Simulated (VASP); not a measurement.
# TcB (P-6m2) in VASP: single point with LDA

Aim: the single point of TcB with LDA.

Everything below comes from runs of VASP 6.6.1. Logs are shortened: lines on timing, memory, paths and dates and some standing lists are left out, and cuts for length are marked.

## 1. The cell of the first run

It takes space group P-6m2 (No. 187, hexagonal). Conventional cell: a = 2.880 Å, b = 2.880 Å, c = 2.946 Å, α = 90.00°, β = 90.00°, γ = 120.00°. Within 2.9 Å of Tc (site symmetry -6m2) lie 6 B at 2.22 Å and 6 Tc at 2.88 Å. B (site symmetry -6m2) has 6 Tc at 2.22 Å and 6 B at 2.88 Å within 2.9 Å.

## 2. Single point, LDA

INCAR

```
SYSTEM = TcB
PREC = Accurate
ENCUT = 520
EDIFF = 1E-6
ISMEAR = 0
SIGMA = 0.3
LREAL = .FALSE.
LASPH = .TRUE.
NELM = 60
ALGO = Normal
ISIF = 2
LWAVE = .FALSE.
LCHARG = .FALSE.
GGA = CA
NBANDS = 15
```

KPOINTS

```
Automatic mesh
0
G
  9 9 8
  0 0 0
```

POSCAR

```
TcB
1.0
    2.8803890000      0.0000000000      0.0000000000
   -1.4401940000      2.4944900000      0.0000000000
    0.0000000000      0.0000000000      2.9455520000
Tc B
1 1
Direct
    0.0000000000      0.0000000000      0.0000000000
    0.3333333333      0.6666666667      0.5000000000
```

Potentials or basis: VASP PAW LDA potentials, release 64 (Tc_pv, B).

Started as:

```
$ cat potpaw_LDA.64/Tc_pv/POTCAR potpaw_LDA.64/B/POTCAR > POTCAR
$ mpirun -np 1 vasp_std > vasp.out
```

OUTCAR:

```text
SYSTEM = TcB
   PREC = Accurate
   ENCUT = 520
   EDIFF = 1E-6
   ISMEAR = 0
   LREAL = .FALSE.
   LASPH = .TRUE.
   NELM = 60
   ISIF = 2
   GGA = CA

 ion  position               nearest neighbor table
   1  0.000  0.000  0.000-   2 2.22   2 2.22   2 2.22   2 2.22   2 2.22   2 2.22
   2  0.333  0.667  0.500-   1 2.22   1 2.22   1 2.22   1 2.22   1 2.22   1 2.22

  LATTYP: Found a hexagonal cell.
 ALAT       =     2.8803890000
 C/A-ratio  =     1.0226229860

  Lattice vectors:

 A1 = (   2.8803890000,   0.0000000000,   0.0000000000)
 A2 = (  -1.4401940000,   2.4944900000,   0.0000000000)
 A3 = (   0.0000000000,   0.0000000000,   2.9455520000)

Analysis of symmetry for initial positions (statically):
=====================================================================
 Subroutine PRICEL returns:
 Original cell was already a primitive cell.

 Routine SETGRP: Setting up the symmetry group for a
 hexagonal supercell.

 Subroutine GETGRP returns: Found 12 space group operations
 (whereof 12 operations were pure point group operations)
 out of a pool of 24 trial point group operations.

The static configuration has the point symmetry D_3h.

Analysis of symmetry for dynamics (positions and initial velocities):
=====================================================================
 Subroutine PRICEL returns:
 Original cell was already a primitive cell.

 Routine SETGRP: Setting up the symmetry group for a
 hexagonal supercell.

 Subroutine GETGRP returns: Found 12 space group operations
 (whereof 12 operations were pure point group operations)
 out of a pool of 24 trial point group operations.

The dynamic configuration has the point symmetry D_3h.

 Subroutine INISYM returns: Found 12 space group operations
 (whereof 12 operations are pure point group operations),
 and found     1 'primitive' translations

----------------------------------------------------------------------------------------

                                     Primitive cell

  volume of cell :      21.1641

  direct lattice vectors                    reciprocal lattice vectors
     2.880389000  0.000000000  0.000000000     0.347175329  0.200441704  0.000000000
    -1.440194000  2.494490000  0.000000000     0.000000000  0.400883547  0.000000000
     0.000000000  0.000000000  2.945552000     0.000000000  0.000000000  0.339494940

  length of vectors
     2.880389000  2.880388709  2.945552000     0.400883507  0.400883547  0.339494940

  position of ions in fractional coordinates (direct lattice)
     0.000000000  0.000000000  0.000000000
     0.333333333  0.666666667  0.500000000

  ion indices of the primitive-cell ions
   primitive index   ion index
                 1           1
                 2           2

----------------------------------------------------------------------------------------

 KPOINTS: Automatic mesh

Automatic generation of k-mesh.
 Grid dimensions read from file:
 generate k-points for:    9    9    8

 Generating k-lattice:

  Cartesian coordinates                     Fractional coordinates (reciprocal lattice)
     0.038575037  0.022271300  0.000000000     0.111111111 -0.000000000  0.000000000
     0.000000000  0.044542616  0.000000000     0.000000000  0.111111111  0.000000000
     0.000000000  0.000000000  0.042436868     0.000000000  0.000000000  0.125000000

  Length of vectors
     0.044542612  0.044542616  0.042436868

  Shift w.r.t. Gamma in fractional coordinates (k-lattice)
     0.000000000  0.000000000  0.000000000

 Subroutine IBZKPT returns following result:
 ===========================================

 Found     60 irreducible k-points:

 Following reciprocal coordinates:
            Coordinates               Weight
  0.000000  0.000000  0.000000      1.000000
  0.111111 -0.000000  0.000000      6.000000
  0.222222 -0.000000  0.000000      6.000000
  0.333333  0.000000  0.000000      6.000000
  0.444444 -0.000000  0.000000      6.000000
  0.111111  0.111111  0.000000      6.000000
[... 16 lines left out ...]
  0.333333  0.222222  0.125000     24.000000
  0.333333  0.333333  0.125000      4.000000
 [... further k-points ...]
   k-points           NKPTS =     60   k-points in BZ     NKDIM =     60   number of bands    NBANDS=     15
   number of dos      NEDOS =    301   number of ions     NIONS =      2
   total plane-waves  NPLWV =  13824
   dimension x,y,z NGX =    24 NGY =   24 NGZ =   24
   dimension x,y,z NGXF=    48 NGYF=   48 NGZF=   48
   ions per type =               1   1
   NGX,Y,Z   is equivalent  to a cutoff of  13.85, 13.85, 13.55 a.u.
   NGXF,Y,Z  is equivalent  to a cutoff of  27.70, 27.70, 27.09 a.u.
 SYSTEM =  TcB
   PREC   = accura    normal or accurate (medium, high low for compatibility)
   ISTART =      0    job   : 0-new  1-cont  2-samecut
   ICHARG =      2    charge: 1-file 2-atom 10-const
   ISPIN  =      1    spin polarized calculation?
   LNONCOLLINEAR =      F non collinear calculations
   LSORBIT =      F    spin-orbit coupling
   LASPH  =      T    aspherical Exc in radial PAW
   ENCUT  =  520.0 eV  38.22 Ry    6.18 a.u.   5.36  5.36  5.48*2*pi/ulx,y,z
   NELM   =     60;   NELMIN=  2; NELMDL= -5     # of ELM steps
   EDIFF  = 0.1E-05   stopping-criterion for ELM
   LREAL  =      F    real-space projection
   EDIFFG = 0.1E-04   stopping-criterion for IOM
   NSW    =      0    number of steps for IOM
   IBRION =     -1    ionic relax: 0-MD 1-quasi-New 2-CG
   NFREE  =      0    steps in history (QN), initial steepest desc. (CG)
   ISIF   =      2    stress and relaxation
   ISYM   =      2    0-nonsym 1-usesym 2-fastsym
   POTIM  = 0.5000    time-step for ionic-motion
   TEBEG  =    0.0;   TEEND  =   0.0 temperature during run
   PSTRESS=    0.0 pullay stress
   NELECT =      16.0000    total number of electrons
   NUPDOWN=      -1.0000    fix difference up-down
   EMIN   =  10.00;   EMAX   =-10.00  energy-range for DOS
   EFERMI =   0.00;   METHOD = LEGACY
   ISMEAR =     0;   SIGMA  =   0.30  broadening in eV -4-tet -1-fermi 0-gaus
   EFERMI_NEDOS =   21; number of points for ismear=-14 and -15
   IALGO  =     38    algorithm
   IMIX   =      4    mixing-type and parameters
     AMIX     =   0.40;   BMIX     =  1.00
     AMIX_MAG =   1.60;   BMIX_MAG =  1.00
  volume/ion in A,a.u.               =      10.58        71.41
  Fermi-wavevector in a.u.,A,eV,Ry     =   1.491357  2.818256 30.261340  2.224146
  Thomas-Fermi vector in A             =   2.604022
   LORBIT       =      0    0 simple, 1 ext, 2 COOP (PROOUT), +10 PAW based schemes
   GGA     = CA    functional components
   LHFCALC =     F    Hartree Fock is set to
   AEXX    =    0.0000 exact exchange contribution
   IVDW    =     0    specifies the selected vdW correction
   LEPSILON=     F    determine dielectric tensor
   LRPA    =     F    only Hartree local field effects (RPA)
 non-spin polarized calculation
 Gauss-broadening in eV      SIGMA  =   0.30
  energy-cutoff  :      520.00
  volume of cell :       21.16
 maximum number of plane-waves:       587
 NGX is ok and might be reduce to    24
   NGX = 11   NGY = 11   NGZ = 11

 number of electron      15.9999999 magnetization

 Free energy of the ion-electron system (eV)
  ---------------------------------------------------
  ext. energy  EPLUGINS =         0.00000000
  ---------------------------------------------------
  free energy    TOTEN  =       -19.79769571 eV

  energy without entropy =      -19.76307643  energy(sigma->0) =      -19.78038607

 E-fermi :  10.3552     XC(G=0): -13.4258

 val. band max:       10.3363538950   @ k =   0.1111  -0.0000   0.0000
 cond. band min:      10.3832144616   @ k =   0.2222  -0.0000   0.2500
 fundamental gap:      0.0468605666
 Fermi energy:        10.3552229387

 k-point     1 :       0.0000    0.0000    0.0000
  band No.  band energies     occupation
      1     -27.9552      2.00000
      2     -27.8729      2.00000
      3     -27.8729      2.00000
      4      -0.1426      2.00000
      5       6.4325      2.00000
      6       7.9527      2.00000
      7       7.9527      2.00000
      8      11.6662      0.00000
      9      11.6662      0.00000
     10      12.7545      0.00000
     11      17.9087      0.00000
     12      17.9087      0.00000
     13      21.2701      0.00000
     14      25.8869      0.00000
     15      27.3745      0.00000

 k-point     2 :       0.1111   -0.0000    0.0000
  band No.  band energies     occupation
      1     -27.9495      2.00000
      2     -27.9447      2.00000
      3     -27.8908      2.00000
      4       0.1686      2.00000
      5       6.5666      2.00000
      6       7.6582      2.00000
      7       8.2632      2.00000
      8      10.3364      1.07088
      9      11.5869      0.00000
     10      14.2837      0.00000
     11      17.2406      0.00000
     12      17.4535      0.00000
     13      22.0631      0.00000
     14      25.0770      0.00000
     15      28.2152      0.00000

 k-point     3 :       0.2222   -0.0000    0.0000
  band No.  band energies     occupation
      1     -28.1400      2.00000
      2     -27.9356      2.00000
      3     -27.9178      2.00000
      4       1.0186      2.00000
      5       6.4463      2.00000
      6       7.4755      2.00000
      7       8.9267      2.00000
      8       9.1417      2.00000
      9      11.3924      0.00000
     10      15.8123      0.00000
     11      16.1629      0.00000
     12      16.4229      0.00000
     13      23.3253      0.00000
     14      25.0414      0.00000
     15      28.6001      0.00000

 k-point     4 :       0.3333    0.0000    0.0000
  band No.  band energies     occupation
      1     -28.3512      2.00000
      2     -27.9861      2.00000
      3     -27.8873      2.00000
      4       2.1572      2.00000
      5       5.8615      2.00000
      6       7.6536      2.00000
      7       7.9314      2.00000
      8      10.4169      0.77139
      9      11.1813      0.00010
     10      14.7625      0.00000
     11      15.2352      0.00000
     12      17.5587      0.00000
     13      22.8727      0.00000
     14      26.2120      0.00000
     15      28.2615      0.00000
[... 307 lines left out ...]
 k-point    22 :       0.2222    0.2222    0.1250
  band No.  band energies     occupation
      1     -28.3551      2.00000
      2     -28.0870      2.00000
      3     -27.9272      2.00000
      4       3.0145      2.00000
      5       5.8643      2.00000
      6       7.2841      2.00000
      7       7.9025      2.00000
      8       9.5371      1.99989
      9      11.6016      0.00000
     10      14.5191      0.00000
     11      15.1428      0.00000
     12      18.2923      0.00000
     13      23.6496      0.00000
     14      26.0344      0.00000
     15      27.3491      0.00000

 k-point    23 :       0.3333    0.2222    0.1250
  band No.  band energies     occupation
      1     -28.4026      2.00000
      2     -28.1696      2.00000
      3     -27.9112      2.00000
      4       3.9070      2.00000
      5       5.6773      2.00000
      6       6.8834      2.00000
      7       7.8076      2.00000
      8       9.3655      2.00000
      9      12.4924      0.00000
     10      13.7093      0.00000
     11      14.4439      0.00000
     12      19.1327      0.00000
     13      23.6745      0.00000
     14      26.5001      0.00000
     15      27.3438      0.00000

 k-point    24 :       0.3333    0.3333    0.1250
  band No.  band energies     occupation
      1     -28.3234      2.00000
      2     -28.2955      2.00000
      3     -27.9056      2.00000
      4       4.2945      2.00000
      5       6.1663      2.00000
      6       6.5026      2.00000
      7       7.3639      2.00000
      8       9.3395      2.00000
      9      12.9748      0.00000
     10      13.1792      0.00000
     11      13.9601      0.00000
     12      19.6512      0.00000
     13      24.8546      0.00000
     14      26.2748      0.00000
     15      27.1319      0.00000

 [... further k-points ...]
[... 5 lines left out ...]
  --------------------------------------------------------------------------------------
  -------------------------------------------------------------------------------------
  Total       -1.7748358     -1.7748358     -2.2226174     -0.0000004     -0.0000000      0.0000000
  in kB     -134.3597442   -134.3597392   -168.2579831     -0.0000269     -0.0000000      0.0000000
  external PRESSURE =    -145.6591555 kB  Pullay stress =       0.0000000 kB

 VOLUME and BASIS-vectors are now :
 -----------------------------------------------------------------------------
  energy-cutoff  :      520.00
  volume of cell :       21.16
      direct lattice vectors                 reciprocal lattice vectors
     2.880389000  0.000000000  0.000000000     0.347175329  0.200441704  0.000000000
    -1.440194000  2.494490000  0.000000000     0.000000000  0.400883547  0.000000000
     0.000000000  0.000000000  2.945552000     0.000000000  0.000000000  0.339494940

 POSITION                                       TOTAL-FORCE (eV/Angst)
 -----------------------------------------------------------------------------------
      0.00000      0.00000      0.00000         0.000000      0.000000      0.000000
      0.00000      1.66299      1.47278         0.000000      0.000000      0.000000
 -----------------------------------------------------------------------------------
    total drift:                               -0.000002     -0.000000      0.000000

  FREE ENERGIE OF THE ION-ELECTRON SYSTEM (eV)
  ---------------------------------------------------
  free  energy   TOTEN  =       -19.7976957069 eV

  energy  without entropy=      -19.7630764287  energy(sigma->0) =      -19.78038607
```

Run time: 11 s. Hardware: 1 thread of AMD EPYC 9R14 (Zen 4), shared host; peak memory 0.11 GiB.

What came out:

| Quantity | Value |
| --- | --- |
| Free energy | -19.7977 eV |
| Pressure | -14.6 GPa |
| Band gap on the k mesh | zero (band 8 reaches 11.67 eV, above the bottom of band 9 at 9.31 eV) |

Levels at points of the mesh, in eV from the Fermi level:
```tsv
k point	band 4	band 5	band 6	band 7	band 8	band 9	band 10	band 11	band 12	band 13
(0.00, 0.00, 0.00)	-10.50	-3.92	-2.40	-2.40	1.31	1.31	2.40	7.55	7.55	10.91
(0.00, 0.00, 0.50)	-6.60	-6.51	-1.27	-1.27	-1.05	-1.05	2.26	6.64	6.64	11.69
```
